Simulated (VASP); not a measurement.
Set up this calculation in VASP 6.6.1, as the native input.

```yaml
Task: single point
Functional: PBE
Potentials_or_basis: VASP PAW PBE potentials, release 64 (Si)
Cutoff: 520 eV
k_mesh: 2 × 2 × 2
Occupations: gaussian, width 0.02 eV
Spin: no spin polarisation
Dipole_correction: no
Further_INCAR_settings: LREAL = Auto; ALGO = Normal; EDIFF = 1e-07; NBANDS = 48
```

The structure of Si (a cell with a defect) lies in POSCAR:

```
Si
1.0
    0.0000000000      5.4300000000      5.4300000000
    5.4300000000      0.0000000000      5.4300000000
    5.4300000000      5.4300000000      0.0000000000
Si
17
Direct
   -0.0429564457      0.0147969613      0.0137232965
    0.1222827808      0.1153662063      0.1153894107
    0.0063890424     -0.0135842541      0.5034046961
    0.1220088398      0.1159180479      0.6462898711
    0.0065430939      0.5038147330     -0.0138834254
    0.1223902394      0.6473147330      0.1152283610
    0.0064497238      0.5040169429      0.5033447514
    0.1509225599      0.6165448435      0.6162236648
    0.5003613260     -0.0050650092     -0.0054300184
    0.5830676796      0.1392150092      0.1387214549
    0.5000525783     -0.0048884899      0.5099174033
    0.6348530387      0.1182696133      0.6232600368
    0.5004799263      0.5103309392     -0.0054909761
    0.6350648250      0.6237136280      0.1177642726
    0.5247745856      0.4919976059      0.4914732965
    0.6349244936      0.6238294659      0.6232165746
    1.1829166667      0.2729142726      0.2716717311
```

One way to write it, as run:

INCAR

```
ALGO     = Normal         # electronic algorithm
EDIFF    = 1E-7           # SCF threshold, eV
ENCUT    = 520            # plane-wave cutoff, eV
GGA      = PE             # functional
ISIF     = 2              # what is computed and relaxed
ISMEAR   = 0              # smearing method
LASPH    = True           # aspherical terms in the spheres
LCHARG   = True           # write CHGCAR
LELF     = True           # ELF
LREAL    = Auto         
LVHAR    = True         
LWAVE    = False          # write WAVECAR
NBANDS   = 48             # bands
NELM     = 100            # most SCF steps
PREC     = Accurate       # precision mode
SIGMA    = 0.02           # smearing width, eV
```

KPOINTS

```
k-points
0
Gamma
  2 2 2
```

Potentials or basis: VASP PAW PBE potentials, release 64 (Si).

Run with:

```bash
$ cat potpaw_PBE.64/Si/POTCAR > POTCAR
$ mpirun -np 1 vasp_std > vasp.out
```

It gave:

The pressure is 5.0 GPa. The largest force is 0.558 eV/Å and the band gap on the k mesh is zero (band 34 reaches 6.88 eV, above the bottom of band 35 at 6.78 eV).

Caveat: the k points lie up to 0.50 Å⁻¹ apart.

Wall time 110 s on 1 thread of Intel(R) Xeon(R) Platinum 8559C (Emerald Rapids) (shared host), peak memory 0.46 GiB.
